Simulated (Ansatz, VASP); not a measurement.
**One calculation of GaN, two programs**

```
CELL_PARAMETERS angstrom
3.08460 0.00000 0.00000
-1.54230 2.67134 0.00000
0.00000 0.00000 5.16600
ATOMIC_POSITIONS crystal
Ga 0.33333 0.66667 0.00000
Ga 0.66667 0.33333 0.50000
N 0.33333 0.66667 0.37500
N 0.66667 0.33333 0.87500
```

Change from the starting cell: strain -0.030 along x and y, +0.000 along z, atoms carried along.

Alike in both runs: task single point; functional r2SCAN; k mesh 12 × 12 × 6; occupations gaussian, width 0.05 eV; no spin polarisation.

|  | VASP | Ansatz |
| --- | --- | --- |
| version | VASP 6.6.1 | Ansatz 0.2.0 |
| potentials or method | VASP PAW PBE potentials, release 64 (Ga_d, N), cutoff 520 eV | scalar-relativistic, plane waves, PAW |
| valence electrons in the cell | 36 | 36 |

Ansatz gave:

| Item | Value |
| --- | --- |
| gap on the k mesh at the Fermi level (eV) | 2.70 |
| least direct gap on the mesh (eV) | 2.70 |
| pressure (GPa) | 15.2 |
| traceless stress, the component that is largest in VASP (GPa) | -8.10 |
| rms of the force components (eV/Å) | 0.155 |

Question: Which values does VASP return?

Answer: gap on the k mesh at the Fermi level (eV): 2.68; least direct gap on the mesh (eV): 2.68; pressure (GPa): 16.5; traceless stress, the component that is largest in VASP (GPa): -8.17; rms of the force components (eV/Å): 0.168.

VASP's potentials were made for PBE, not for r2SCAN. Atom by atom the forces differ by 0.013 eV/Å (rms over components).
